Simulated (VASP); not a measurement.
# Mo (Im-3m) in VASP: notebook

The runs below take Mo through single point, relaxation of cell and atoms, with PBE.

Program: VASP 6.6.1. These are calculated values, not measurements. Logs are shortened: lines on timing, memory, paths and dates and some standing lists are left out, and cuts for length are marked.

## 1. The cell of the first run

It takes space group Im-3m (No. 229, cubic). The conventional cell has a = 3.160 Å, b = 3.160 Å, c = 3.160 Å, α = 90.00°, β = 90.00°, γ = 90.00°. Within 3.6 Å of Mo (site symmetry m-3m) lie 14 Mo at 2.74 to 3.16 Å.

## 2. Single point, PBE

The input, INCAR:

```
PREC = Accurate
ENCUT = 520
EDIFF = 1E-7
ISMEAR = 0
SIGMA = 0.1
LREAL = False
LASPH = True
NELM = 100
ALGO = Fast
ISIF = 2
LWAVE = False
LCHARG = True
GGA = PE
LELF = True
LVHAR = True
NBANDS = 13
```

The input, KPOINTS:

```
regular mesh
0
Gamma
  18 18 18
```

The input, POSCAR:

```
Mo
1.0
   -1.5802308352      1.5802308352      1.5802308352
    1.5802308352     -1.5802308352      1.5802308352
    1.5802308352      1.5802308352     -1.5802308352
Mo
1
Direct
    0.0000000000      0.0000000000      0.0000000000
```

Potentials or basis: VASP PAW PBE potentials, release 64 (Mo_sv).

The run is started by

```sh
$ cat potpaw_PBE.64/Mo_sv/POTCAR > POTCAR
$ mpirun -np 1 vasp_std > vasp.out
```

OUTCAR:

```text
PREC = Accurate
   ENCUT = 520
   EDIFF = 1E-7
   ISMEAR = 0
   LREAL = False
   LASPH = True
   NELM = 100
   ISIF = 2
   GGA = PE

 ion  position               nearest neighbor table
   1  0.000  0.000  0.000-

  LATTYP: Found a body centered cubic cell.
 ALAT       =     3.1604616704

  Lattice vectors:

 A1 = (  -1.5802308352,   1.5802308352,   1.5802308352)
 A2 = (   1.5802308352,  -1.5802308352,   1.5802308352)
 A3 = (   1.5802308352,   1.5802308352,  -1.5802308352)

Analysis of symmetry for initial positions (statically):
=====================================================================
 Subroutine PRICEL returns:
 Original cell was already a primitive cell.

 Routine SETGRP: Setting up the symmetry group for a
 body centered cubic supercell.

 Subroutine GETGRP returns: Found 48 space group operations
 (whereof 48 operations were pure point group operations)
 out of a pool of 48 trial point group operations.

The static configuration has the point symmetry O_h .

Analysis of symmetry for dynamics (positions and initial velocities):
=====================================================================
 Subroutine PRICEL returns:
 Original cell was already a primitive cell.

 Routine SETGRP: Setting up the symmetry group for a
 body centered cubic supercell.

 Subroutine GETGRP returns: Found 48 space group operations
 (whereof 48 operations were pure point group operations)
 out of a pool of 48 trial point group operations.

The dynamic configuration has the point symmetry O_h .

 Subroutine INISYM returns: Found 48 space group operations
 (whereof 48 operations are pure point group operations),
 and found     1 'primitive' translations

----------------------------------------------------------------------------------------

                                     Primitive cell

  volume of cell :      15.7842

  direct lattice vectors                    reciprocal lattice vectors
    -1.580230835  1.580230835  1.580230835     0.000000000  0.316409469  0.316409469
     1.580230835 -1.580230835  1.580230835     0.316409469  0.000000000  0.316409469
     1.580230835  1.580230835 -1.580230835     0.316409469  0.316409469  0.000000000

  length of vectors
     2.737040094  2.737040094  2.737040094     0.447470563  0.447470563  0.447470563

  position of ions in fractional coordinates (direct lattice)
     0.000000000  0.000000000  0.000000000

  ion indices of the primitive-cell ions
   primitive index   ion index
                 1           1

----------------------------------------------------------------------------------------

 KPOINTS: regular mesh

Automatic generation of k-mesh.
 Grid dimensions read from file:
 generate k-points for:   18   18   18

 Generating k-lattice:

  Cartesian coordinates                     Fractional coordinates (reciprocal lattice)
     0.000000000  0.017578304  0.017578304     0.055555556  0.000000000  0.000000000
     0.017578304  0.000000000  0.017578304     0.000000000  0.055555556  0.000000000
     0.017578304  0.017578304  0.000000000     0.000000000  0.000000000  0.055555556

  Length of vectors
     0.024859476  0.024859476  0.024859476

  Shift w.r.t. Gamma in fractional coordinates (k-lattice)
     0.000000000  0.000000000  0.000000000

 Subroutine IBZKPT returns following result:
 ===========================================

 Found    195 irreducible k-points:

 Following reciprocal coordinates:
            Coordinates               Weight
  0.000000  0.000000  0.000000      1.000000
  0.055556  0.000000  0.000000     12.000000
  0.111111  0.000000  0.000000     12.000000
  0.166667  0.000000  0.000000     12.000000
  0.222222  0.000000  0.000000     12.000000
  0.277778  0.000000  0.000000     12.000000
[... 16 lines left out ...]
  0.333333  0.111111  0.000000     48.000000
  0.388889  0.111111  0.000000     48.000000
 [... further k-points ...]
   k-points           NKPTS =    195   k-points in BZ     NKDIM =    195   number of bands    NBANDS=     13
   number of dos      NEDOS =    301   number of ions     NIONS =      1
   total plane-waves  NPLWV =   8000
   dimension x,y,z NGX =    20 NGY =   20 NGZ =   20
   dimension x,y,z NGXF=    40 NGYF=   40 NGZF=   40
   ions per type =               1
   NGX,Y,Z   is equivalent  to a cutoff of  12.15, 12.15, 12.15 a.u.
   NGXF,Y,Z  is equivalent  to a cutoff of  24.30, 24.30, 24.30 a.u.
 SYSTEM =  unknown system
   PREC   = accura    normal or accurate (medium, high low for compatibility)
   ISTART =      0    job   : 0-new  1-cont  2-samecut
   ICHARG =      2    charge: 1-file 2-atom 10-const
   ISPIN  =      1    spin polarized calculation?
   LNONCOLLINEAR =      F non collinear calculations
   LSORBIT =      F    spin-orbit coupling
   LASPH  =      T    aspherical Exc in radial PAW
   ENCUT  =  520.0 eV  38.22 Ry    6.18 a.u.   5.09  5.09  5.09*2*pi/ulx,y,z
   NELM   =    100;   NELMIN=  2; NELMDL= -5     # of ELM steps
   EDIFF  = 0.1E-06   stopping-criterion for ELM
   LREAL  =      F    real-space projection
   EDIFFG = 0.1E-05   stopping-criterion for IOM
   NSW    =      0    number of steps for IOM
   IBRION =     -1    ionic relax: 0-MD 1-quasi-New 2-CG
   NFREE  =      0    steps in history (QN), initial steepest desc. (CG)
   ISIF   =      2    stress and relaxation
   ISYM   =      2    0-nonsym 1-usesym 2-fastsym
   POTIM  = 0.5000    time-step for ionic-motion
   TEBEG  =    0.0;   TEEND  =   0.0 temperature during run
   PSTRESS=    0.0 pullay stress
   NELECT =      14.0000    total number of electrons
   NUPDOWN=      -1.0000    fix difference up-down
   EMIN   =  10.00;   EMAX   =-10.00  energy-range for DOS
   EFERMI =   0.00;   METHOD = LEGACY
   ISMEAR =     0;   SIGMA  =   0.10  broadening in eV -4-tet -1-fermi 0-gaus
   EFERMI_NEDOS =   21; number of points for ismear=-14 and -15
   IALGO  =     68    algorithm
   IMIX   =      4    mixing-type and parameters
     AMIX     =   0.40;   BMIX     =  1.00
     AMIX_MAG =   1.60;   BMIX_MAG =  1.00
  volume/ion in A,a.u.               =      15.78       106.52
  Fermi-wavevector in a.u.,A,eV,Ry     =   1.572933  2.972413 33.662436  2.474119
  Thomas-Fermi vector in A             =   2.674293
   LORBIT       =      0    0 simple, 1 ext, 2 COOP (PROOUT), +10 PAW based schemes
   GGA     = PE    functional components
   LHFCALC =     F    Hartree Fock is set to
   AEXX    =    0.0000 exact exchange contribution
   IVDW    =     0    specifies the selected vdW correction
   LEPSILON=     F    determine dielectric tensor
   LRPA    =     F    only Hartree local field effects (RPA)
 non-spin polarized calculation
 RMM-DIIS sequential band-by-band and
 Gauss-broadening in eV      SIGMA  =   0.10
  energy-cutoff  :      520.00
  volume of cell :       15.78
 maximum number of plane-waves:       438
   NGX = 11   NGY = 11   NGZ = 11

 number of electron      14.0000004 magnetization

 Free energy of the ion-electron system (eV)
  ---------------------------------------------------
  ext. energy  EPLUGINS =         0.00000000
  ---------------------------------------------------
  free energy    TOTEN  =       -10.93495449 eV

  energy without entropy =      -10.93230203  energy(sigma->0) =      -10.93362826

 E-fermi :  12.4553     XC(G=0): -13.3358

 val. band max:       12.4357276188   @ k =   0.3889   0.1111   0.0000
 cond. band min:      12.4590576860   @ k =  -0.3889   0.4444   0.2778
 fundamental gap:      0.0233300672
 Fermi energy:        12.4553078385

 k-point     1 :       0.0000    0.0000    0.0000
  band No.  band energies     occupation
      1     -48.8421      2.00000
      2     -22.1304      2.00000
      3     -22.1304      2.00000
      4     -22.1304      2.00000
      5       5.2342      2.00000
      6      11.0923      2.00000
      7      11.0923      2.00000
      8      11.0923      2.00000
      9      14.0822      0.00000
     10      14.0822      0.00000
     11      27.2550      0.00000
     12      27.2550      0.00000
     13      27.2550      0.00000

 k-point     2 :       0.0556    0.0000    0.0000
  band No.  band energies     occupation
      1     -48.8345      2.00000
      2     -22.1743      2.00000
      3     -22.1440      2.00000
      4     -22.1307      2.00000
      5       5.3700      2.00000
      6      11.0158      2.00000
      7      11.0802      2.00000
      8      11.2189      2.00000
      9      13.9685      0.00000
     10      14.0842      0.00000
     11      27.3569      0.00000
     12      27.4832      0.00000
     13      27.5212      0.00000

 k-point     3 :       0.1111    0.0000    0.0000
  band No.  band energies     occupation
      1     -48.8128      2.00000
      2     -22.2993      2.00000
      3     -22.1828      2.00000
      4     -22.1316      2.00000
      5       5.7577      2.00000
      6      10.8035      2.00000
      7      11.0266      2.00000
      8      11.5936      2.00000
      9      13.7172      0.00000
     10      14.0950      0.00000
     11      27.5994      0.00000
     12      28.1487      0.00000
     13      28.1807      0.00000

 k-point     4 :       0.1667    0.0000    0.0000
  band No.  band energies     occupation
      1     -48.7795      2.00000
      2     -22.4877      2.00000
      3     -22.2417      2.00000
      4     -22.1330      2.00000
      5       6.3309      2.00000
      6      10.4976      2.00000
      7      10.9134      2.00000
      8      12.2002      1.99969
      9      13.5196      0.00000
     10      14.1271      0.00000
     11      27.7650      0.00000
     12      28.8213      0.00000
     13      29.2007      0.00000

 k-point     5 :       0.2222    0.0000    0.0000
  band No.  band energies     occupation
      1     -48.7382      2.00000
      2     -22.7139      2.00000
      3     -22.3133      2.00000
      4     -22.1348      2.00000
      5       6.9465      2.00000
      6      10.1499      2.00000
      7      10.8349      2.00000
      8      13.0102      0.00000
      9      13.5016      0.00000
     10      14.1929      0.00000
     11      27.5228      0.00000
     12      28.8402      0.00000
     13      30.5720      0.00000
[... 257 lines left out ...]
 k-point    22 :       0.2778    0.1111    0.0000
  band No.  band energies     occupation
      1     -48.6411      2.00000
      2     -23.1630      2.00000
      3     -22.4870      2.00000
      4     -22.1953      2.00000
      5       7.8282      2.00000
      6       9.5671      2.00000
      7      11.0686      2.00000
      8      13.5986      0.00000
      9      14.6881      0.00000
     10      15.7900      0.00000
     11      26.0441      0.00000
     12      26.9365      0.00000
     13      31.4635      0.00000

 k-point    23 :       0.3333    0.1111    0.0000
  band No.  band energies     occupation
      1     -48.6087      2.00000
      2     -23.3094      2.00000
      3     -22.5563      2.00000
      4     -22.1983      2.00000
      5       7.7118      2.00000
      6       9.3624      2.00000
      7      11.8099      2.00000
      8      13.8630      0.00000
      9      14.8540      0.00000
     10      16.8913      0.00000
     11      24.9987      0.00000
     12      25.8353      0.00000
     13      30.2212      0.00000

 k-point    24 :       0.3889    0.1111    0.0000
  band No.  band energies     occupation
      1     -48.5875      2.00000
      2     -23.4037      2.00000
      3     -22.6015      2.00000
      4     -22.2002      2.00000
      5       7.5798      2.00000
      6       9.2367      2.00000
      7      12.4357      1.21815
      8      13.9823      0.00000
      9      15.1009      0.00000
     10      17.7568      0.00000
     11      24.0213      0.00000
     12      25.1822      0.00000
     13      29.3151      0.00000

 [... further k-points ...]

------------------------ aborting loop because EDIFF is reached ----------------------------------------

  FORCE on cell =-STRESS in cart. coord.  units (eV):
  Direction    XX          YY          ZZ          XY          YZ          ZX
  --------------------------------------------------------------------------------------
  -------------------------------------------------------------------------------------
  Total        0.0494593      0.0494593      0.0494593      0.0000000     -0.0000000      0.0000000
  in kB        5.0203866      5.0203866      5.0203866      0.0000000     -0.0000000      0.0000000
  external PRESSURE =       5.0203866 kB  Pullay stress =       0.0000000 kB

 VOLUME and BASIS-vectors are now :
 -----------------------------------------------------------------------------
  energy-cutoff  :      520.00
  volume of cell :       15.78
      direct lattice vectors                 reciprocal lattice vectors
    -1.580230835  1.580230835  1.580230835     0.000000000  0.316409469  0.316409469
     1.580230835 -1.580230835  1.580230835     0.316409469  0.000000000  0.316409469
     1.580230835  1.580230835 -1.580230835     0.316409469  0.316409469  0.000000000

 POSITION                                       TOTAL-FORCE (eV/Angst)
 -----------------------------------------------------------------------------------
      0.00000      0.00000      0.00000         0.000000     -0.000000     -0.000000
 -----------------------------------------------------------------------------------
    total drift:                                0.000000     -0.000000      0.000000

  FREE ENERGIE OF THE ION-ELECTRON SYSTEM (eV)
  ---------------------------------------------------
  free  energy   TOTEN  =       -10.9349544893 eV

  energy  without entropy=      -10.9323020261  energy(sigma->0) =      -10.93362826
```

Run time: 31 s. Hardware: 1 thread of Intel Xeon Platinum 8488C (Sapphire Rapids), shared host; peak memory 0.15 GiB.

What came out:

```
Free energy            : -10.9350 eV
Pressure               : 0.5 GPa
Band gap on the k mesh : zero (band 7 reaches 16.36 eV, above the bottom of band 8 at 11.09 eV)
```

Levels at points of the mesh, in eV from the Fermi level:
```tsv
k point	band 4	band 5	band 6	band 7	band 8	band 9	band 10	band 11
(0.00, 0.00, 0.00)	-34.59	-7.22	-1.36	-1.36	-1.36	1.63	1.63	14.80
(0.50, 0.00, 0.00)	-34.60	-5.28	-3.37	1.57	1.65	2.27	4.66	11.48
(0.50, 0.50, 0.50)	-35.52	-5.38	-5.38	3.91	3.91	3.91	8.97	8.97
```

(Part 1 of 2 ends here.)
